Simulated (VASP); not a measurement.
Set up this calculation in VASP 6.6.1, as the native input.

* Task: single point
* Functional: PBE
* Potentials or basis: VASP PAW PBE potentials, release 64 (Al, As)
* Cutoff: 500 eV
* k mesh: 8 × 8 × 8
* Occupations: gaussian, width 0.02 eV
* Spin: no spin polarisation
* Dipole correction: no
* Further INCAR settings: ALGO = Normal; EDIFF = 1e-06; NBANDS = 11

The structure of AlAs lies in POSCAR:

```
AlAs
1.0
    0.0000000000      2.8348772930      2.8348772930
    2.8348772930      0.0000000000      2.8348772930
    2.8348772930      2.8348772930      0.0000000000
Al As
1 1
Direct
    0.0000000000      0.0000000000      0.0000000000
    0.2500000000      0.2500000000      0.2500000000
```

These files were run (other wordings do the same):

INCAR

```
  PREC = Accurate
  ENCUT = 500
  EDIFF = 1E-6
  ISMEAR = 0
  SIGMA = 0.02
  LREAL = False
  LASPH = True
  NELM = 120
  ALGO = Normal
  ISIF = 2
  LWAVE = False
  LCHARG = False
  GGA = PE
  NBANDS = 11
  GGA_COMPAT = False
```

KPOINTS

```
Automatic mesh
0
Gamma
  8 8 8
```

Potentials or basis: VASP PAW PBE potentials, release 64 (Al, As).

Command:

```sh
$ cat potpaw_PBE.64/Al/POTCAR potpaw_PBE.64/As/POTCAR > POTCAR
$ mpirun -np 1 vasp_std > vasp.out
```

Results of the run:

```yaml
Pressure: 2.4 GPa
Band_gap_on_the_k_mesh: 1.44 eV (least direct gap 2.02 eV)
```

Wall time 19 s on 1 thread of Intel Xeon 8259CL, with other jobs on the host, peak memory 0.17 GiB.
